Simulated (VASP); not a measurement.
# Al (Fm-3m) in VASP: further runs

The runs below take Al through single point, with HSE06, PBE.

Program: VASP 6.6.1. These are calculated values, not measurements. Logs are shortened: lines on timing, memory, paths and dates and some standing lists are left out, and cuts for length are marked.

## 1. The cell of the first run

The structure is cubic, space group Fm-3m (No. 225). Conventional cell: a = 4.040 Å, b = 4.040 Å, c = 4.040 Å, α = 90.00°, β = 90.00°, γ = 90.00°. Al (site symmetry m-3m) has 12 Al at 2.86 Å within 3.8 Å.

## 2. Single point, HSE06

File POSCAR:

```
Al
1.0
    0.0000000000      2.0199631025      2.0199631025
    2.0199631025      0.0000000000      2.0199631025
    2.0199631025      2.0199631025      0.0000000000
Al
1
Direct
    0.0000000000      0.0000000000      0.0000000000
```

File INCAR.step1:

```
  PREC = Accurate
  ENCUT = 520
  EDIFF = 1E-5
  ISMEAR = -1
  SIGMA = 0.1
  LREAL = False
  LASPH = True
  NELM = 60
  ALGO = Normal
  ISIF = 2
  LWAVE = True
  LCHARG = False
  GGA = PE
  NBANDS = 8
```

File INCAR.step2:

```
  PREC = Accurate
  ENCUT = 520
  EDIFF = 1E-6
  ISMEAR = -1
  SIGMA = 0.1
  LREAL = False
  LASPH = True
  NELM = 60
  ALGO = Normal
  ISIF = 2
  LWAVE = False
  LCHARG = False
  GGA = PE
  LHFCALC = True
  HFSCREEN = 0.2079
  PRECFOCK = Normal
  ISTART = 1
  NBANDS = 8
```

File KPOINTS:

```
regular mesh
0
Gamma
  7 7 7
```

Potentials or basis: VASP PAW PBE potentials, release 64 (Al).

Started as:

```console
cat potpaw_PBE.64/Al/POTCAR > POTCAR
cp INCAR.step1 INCAR
mpirun -np 1 vasp_std > vasp.out
cp INCAR.step2 INCAR
mpirun -np 1 vasp_std > vasp.out
```

OUTCAR:

```text
PREC = Accurate
   ENCUT = 520
   EDIFF = 1E-6
   ISMEAR = -1
   LREAL = False
   LASPH = True
   NELM = 60
   ISIF = 2
   GGA = PE
   LHFCALC = True
   HFSCREEN = 0.2079
   PRECFOCK = Normal
   ISTART = 1

 ion  position               nearest neighbor table
   1  0.000  0.000  0.000-

  LATTYP: Found a face centered cubic cell.
 ALAT       =     4.0399262050

  Lattice vectors:

 A1 = (   0.0000000000,   2.0199631025,   2.0199631025)
 A2 = (   2.0199631025,   0.0000000000,   2.0199631025)
 A3 = (   2.0199631025,   2.0199631025,   0.0000000000)

Analysis of symmetry for initial positions (statically):
=====================================================================
 Subroutine PRICEL returns:
 Original cell was already a primitive cell.

 Routine SETGRP: Setting up the symmetry group for a
 face centered cubic supercell.

 Subroutine GETGRP returns: Found 48 space group operations
 (whereof 48 operations were pure point group operations)
 out of a pool of 48 trial point group operations.

The static configuration has the point symmetry O_h .

Analysis of symmetry for dynamics (positions and initial velocities):
=====================================================================
 Subroutine PRICEL returns:
 Original cell was already a primitive cell.

 Routine SETGRP: Setting up the symmetry group for a
 face centered cubic supercell.

 Subroutine GETGRP returns: Found 48 space group operations
 (whereof 48 operations were pure point group operations)
 out of a pool of 48 trial point group operations.

The dynamic configuration has the point symmetry O_h .

 Subroutine INISYM returns: Found 48 space group operations
 (whereof 48 operations are pure point group operations),
 and found     1 'primitive' translations

----------------------------------------------------------------------------------------

                                     Primitive cell

  volume of cell :      16.4839

  direct lattice vectors                    reciprocal lattice vectors
     0.000000000  2.019963103  2.019963103    -0.247529274  0.247529274  0.247529274
     2.019963103  0.000000000  2.019963103     0.247529274 -0.247529274  0.247529274
     2.019963103  2.019963103  0.000000000     0.247529274  0.247529274 -0.247529274

  length of vectors
     2.856659215  2.856659215  2.856659215     0.428733279  0.428733279  0.428733279

  position of ions in fractional coordinates (direct lattice)
     0.000000000  0.000000000  0.000000000

  ion indices of the primitive-cell ions
   primitive index   ion index
                 1           1

----------------------------------------------------------------------------------------

 KPOINTS: regular mesh

Automatic generation of k-mesh.
 Grid dimensions read from file:
 generate k-points for:    7    7    7

 Generating k-lattice:

  Cartesian coordinates                     Fractional coordinates (reciprocal lattice)
    -0.035361325  0.035361325  0.035361325     0.142857143  0.000000000  0.000000000
     0.035361325 -0.035361325  0.035361325     0.000000000  0.142857143  0.000000000
     0.035361325  0.035361325 -0.035361325     0.000000000  0.000000000  0.142857143

  Length of vectors
     0.061247611  0.061247611  0.061247611

  Shift w.r.t. Gamma in fractional coordinates (k-lattice)
     0.000000000  0.000000000  0.000000000

 Subroutine IBZKPT returns following result:
 ===========================================

 Found     20 irreducible k-points:

 Following reciprocal coordinates:
            Coordinates               Weight
  0.000000  0.000000  0.000000      1.000000
  0.142857  0.000000  0.000000      8.000000
  0.285714  0.000000  0.000000      8.000000
  0.428571  0.000000  0.000000      8.000000
  0.142857  0.142857  0.000000      6.000000
  0.285714  0.142857  0.000000     24.000000
[... 12 lines left out ...]
 -0.428571  0.428571  0.142857     24.000000
 -0.285714  0.428571  0.142857     24.000000
   k-points           NKPTS =     20   k-points in BZ     NKDIM =    343   number of bands    NBANDS=      8
   number of dos      NEDOS =    301   number of ions     NIONS =      1
   total plane-waves  NPLWV =  13824
   dimension x,y,z NGX =    24 NGY =   24 NGZ =   24
   dimension x,y,z NGXF=    48 NGYF=   48 NGZF=   48
   ions per type =               1
   NGX,Y,Z   is equivalent  to a cutoff of  13.97, 13.97, 13.97 a.u.
   NGXF,Y,Z  is equivalent  to a cutoff of  27.93, 27.93, 27.93 a.u.
 SYSTEM =  unknown system
   PREC   = accura    normal or accurate (medium, high low for compatibility)
   ISTART =      1    job   : 0-new  1-cont  2-samecut
   ICHARG =      0    charge: 1-file 2-atom 10-const
   ISPIN  =      1    spin polarized calculation?
   LNONCOLLINEAR =      F non collinear calculations
   LSORBIT =      F    spin-orbit coupling
   LASPH  =      T    aspherical Exc in radial PAW
   ENCUT  =  520.0 eV  38.22 Ry    6.18 a.u.   5.31  5.31  5.31*2*pi/ulx,y,z
   NELM   =     60;   NELMIN=  2; NELMDL=  0     # of ELM steps
   EDIFF  = 0.1E-05   stopping-criterion for ELM
   LREAL  =      F    real-space projection
   EDIFFG = 0.1E-04   stopping-criterion for IOM
   NSW    =      0    number of steps for IOM
   IBRION =     -1    ionic relax: 0-MD 1-quasi-New 2-CG
   NFREE  =      0    steps in history (QN), initial steepest desc. (CG)
   ISIF   =      2    stress and relaxation
   ISYM   =      3    0-nonsym 1-usesym 2-fastsym
   POTIM  = 0.5000    time-step for ionic-motion
   TEBEG  =    0.0;   TEEND  =   0.0 temperature during run
   PSTRESS=    0.0 pullay stress
   NELECT =       3.0000    total number of electrons
   NUPDOWN=      -1.0000    fix difference up-down
   EMIN   =  10.00;   EMAX   =-10.00  energy-range for DOS
   EFERMI =   0.00;   METHOD = LEGACY
   ISMEAR =    -1;   SIGMA  =   0.10  broadening in eV -4-tet -1-fermi 0-gaus
   EFERMI_NEDOS =   21; number of points for ismear=-14 and -15
   IALGO  =     38    algorithm
   IMIX   =      1    mixing-type and parameters
     AMIX     =   0.40;   BMIX     =  1.00
     AMIX_MAG =   1.60;   BMIX_MAG =  1.00
  volume/ion in A,a.u.               =      16.48       111.24
  Fermi-wavevector in a.u.,A,eV,Ry     =   0.927745  1.753183 11.710674  0.860710
  Thomas-Fermi vector in A             =   2.053847
   LORBIT       =      0    0 simple, 1 ext, 2 COOP (PROOUT), +10 PAW based schemes
   GGA     = PE    functional components
   LHFCALC =     T    Hartree Fock is set to
   PRECFOCK=normal    Normal, Fast or Accurate (Low or Medium for compatibility)
   ENCUT4O =  -1.0   cutoff for four orbital integrals eV
   NKREDX  =     1    reduce k-point grid by
   NKREDY  =     1    reduce k-point grid by
   NKREDZ  =     1    reduce k-point grid by
   AEXX    =    0.2500 exact exchange contribution
   HFSCREEN=    0.2079 screening length (either q_TF or 0.3 A-1)
   HFSCREENC=   0.2079 screening length for correlation (either q_TF or 0.3 A-1)
   ENCUTFOCK=  -1.0 apply spherical cutoff to Coloumb kernel
   IVDW    =     0    specifies the selected vdW correction
   LEPSILON=     F    determine dielectric tensor
   LRPA    =     F    only Hartree local field effects (RPA)
 non-spin polarized calculation
  energy-cutoff  :      520.00
  volume of cell :       16.48
 maximum number of plane-waves:       459
 NGX is ok and might be reduce to    24
  NGX = 16; NGY = 16; NGZ = 16

 number of electron       3.0000000 magnetization

 Free energy of the ion-electron system (eV)
  ---------------------------------------------------
  ext. energy  EPLUGINS =         0.00000000
  ---------------------------------------------------
  free energy    TOTEN  =        -4.16554158 eV

  energy without entropy =       -4.15706124  energy(sigma->0) =       -4.16130141

 E-fermi :   8.1134     XC(G=0):  -8.4144

 val. band max:        7.3242957183   @ k =   0.4286   0.1429   0.0000
 cond. band min:       8.1177621021   @ k =  -0.2857   0.2857   0.0000
 fundamental gap:      0.7934663838
 Fermi energy:         8.1133611229

 k-point     1 :       0.0000    0.0000    0.0000
  band No.  band energies     occupation
      1      -4.7001      2.00000
      2      21.7097      0.00000
      3      21.7097      0.00000
      4      21.7097      0.00000
      5      23.2350      0.00000
      6      23.2350      0.00000
      7      23.2350      0.00000
      8      25.4474      0.00000

 k-point     2 :       0.1429    0.0000    0.0000
  band No.  band energies     occupation
      1      -4.0791      2.00000
      2      16.3787      0.00000
      3      20.5554      0.00000
      4      20.5554      0.00000
      5      23.7287      0.00000
      6      25.1376      0.00000
      7      25.1376      0.00000
      8      26.6143      0.00000

 k-point     3 :       0.2857    0.0000    0.0000
  band No.  band energies     occupation
      1      -2.2223      2.00000
      2      10.4333      0.00000
      3      19.7993      0.00000
      4      19.7993      0.00000
      5      23.2733      0.00000
      6      23.2733      0.00000
      7      23.3388      0.00000
      8      27.2457      0.00000

 k-point     4 :       0.4286    0.0000    0.0000
  band No.  band energies     occupation
      1       0.8560      2.00000
      2       5.1425      2.00000
      3      19.9924      0.00000
      4      19.9924      0.00000
      5      21.1622      0.00000
      6      21.1622      0.00000
      7      23.6765      0.00000
      8      25.0755      0.00000

 k-point     5 :       0.1429    0.1429    0.0000
  band No.  band energies     occupation
      1      -3.8719      2.00000
      2      18.4369      0.00000
      3      18.4369      0.00000
      4      18.6091      0.00000
      5      21.7266      0.00000
      6      22.7908      0.00000
      7      27.5563      0.00000
      8      27.5563      0.00000
[... 133 lines left out ...]
 k-point    18 :      -0.4286    0.2857    0.1429
  band No.  band energies     occupation
      1       2.4877      2.00000
      2       6.6899      2.00000
      3      12.3608      0.00000
      4      13.7555      0.00000
      5      22.3453      0.00000
      6      23.6733      0.00000
      7      27.1957      0.00000
      8      31.2075      0.00000

 k-point    19 :      -0.4286    0.4286    0.1429
  band No.  band energies     occupation
      1       3.4752      2.00000
      2       9.3276      0.00001
      3       9.6794      0.00000
      4      11.5142      0.00000
      5      20.0300      0.00000
      6      22.0841      0.00000
      7      29.0341      0.00000
      8      33.0115      0.00000

 k-point    20 :      -0.2857    0.4286    0.1429
  band No.  band energies     occupation
      1       5.8614      2.00000
      2       6.5512      2.00000
      3       8.3776      0.13289
      4      11.7450      0.00000
      5      21.7374      0.00000
      6      26.3413      0.00000
      7      26.9833      0.00000
      8      28.6842      0.00000

------------------------ aborting loop because EDIFF is reached ----------------------------------------

  FORCE on cell =-STRESS in cart. coord.  units (eV):
  Direction    XX          YY          ZZ          XY          YZ          ZX
  --------------------------------------------------------------------------------------
  -------------------------------------------------------------------------------------
  Total       -0.1514637     -0.1514637     -0.1514637     -0.0000000      0.0000000      0.0000000
  in kB      -14.7217265    -14.7217265    -14.7217265     -0.0000000      0.0000000      0.0000000
  external PRESSURE =     -14.7217265 kB  Pullay stress =       0.0000000 kB

 VOLUME and BASIS-vectors are now :
 -----------------------------------------------------------------------------
  energy-cutoff  :      520.00
  volume of cell :       16.48
      direct lattice vectors                 reciprocal lattice vectors
     0.000000000  2.019963103  2.019963103    -0.247529274  0.247529274  0.247529274
     2.019963103  0.000000000  2.019963103     0.247529274 -0.247529274  0.247529274
     2.019963103  2.019963103  0.000000000     0.247529274  0.247529274 -0.247529274

 POSITION                                       TOTAL-FORCE (eV/Angst)
 -----------------------------------------------------------------------------------
      0.00000      0.00000      0.00000        -0.000000     -0.000000      0.000000
 -----------------------------------------------------------------------------------
    total drift:                               -0.000042      0.000252      0.000371

  FREE ENERGIE OF THE ION-ELECTRON SYSTEM (eV)
  ---------------------------------------------------
  free  energy   TOTEN  =        -4.1655415807 eV

  energy  without entropy=       -4.1570612357  energy(sigma->0) =       -4.16130141
```

Run time: 80 s. Hardware: 1 thread of Intel Xeon Platinum 8488C (Sapphire Rapids), shared host; peak memory 0.23 GiB.

Results:

| Item | Value |
| --- | --- |
| Free energy | -4.1655 eV |
| Pressure | -1.5 GPa |

Levels at points of the mesh, in eV from the Fermi level:
| k point | band 1 | band 2 | band 3 | band 4 | band 5 | band 6 |
| --- | --- | --- | --- | --- | --- | --- |
| (0.00, 0.00, 0.00) | -12.81 | 13.60 | 13.60 | 13.60 | 15.12 | 15.12 |

Caveat: the k points lie up to 0.38 Å⁻¹ apart; the PAW data sets were made with another functional, which shifts forces and pressure a little.

## 3. Single point, PBE

File INCAR:

```
SYSTEM = Al
PREC     = Accurate       ! precision mode
ENCUT    = 520            ! plane-wave cutoff, eV
EDIFF    = 1E-6           ! SCF threshold, eV
ISMEAR   = -1             ! smearing method
SIGMA    = 0.1            ! smearing width, eV
LREAL    = .FALSE.        ! projectors in reciprocal space
LASPH    = .TRUE.         ! aspherical terms in the spheres
NELM     = 100            ! most SCF steps
ALGO     = Normal         ! electronic algorithm
ISIF     = 2              ! what is computed and relaxed
LWAVE    = .FALSE.        ! write WAVECAR
LCHARG   = .FALSE.        ! write CHGCAR
GGA      = PE             ! functional
NBANDS   = 8              ! bands
```

File KPOINTS:

```
regular mesh
0
G
  13 13 13
  0 0 0
```

File POSCAR:

```
Al
1.0
    0.0000000000      2.0199631022      2.0199631022
    2.0199631022      0.0000000000      2.0199631022
    2.0199631022      2.0199631022      0.0000000000
Al
1
Direct
    0.0000000000      0.0000000000      0.0000000000
```

Potentials or basis: VASP PAW PBE potentials, release 64 (Al).

Started as:

```console
cat potpaw_PBE.64/Al/POTCAR > POTCAR
mpirun -np 1 vasp_std > vasp.out
```

Run time: 22 s. Hardware: 1 thread of AMD EPYC 7R13, shared host; peak memory 0.1 GiB.

Results (log left out):

```yaml
Free_energy: -3.7495 eV
Pressure: 0.0 GPa
```

Levels at points of the mesh, in eV from the Fermi level:
```tsv
k point	band 1	band 2	band 3	band 4	band 5	band 6
(0.00, 0.00, 0.00)	-11.08	12.69	12.69	12.69	14.19	14.19
```
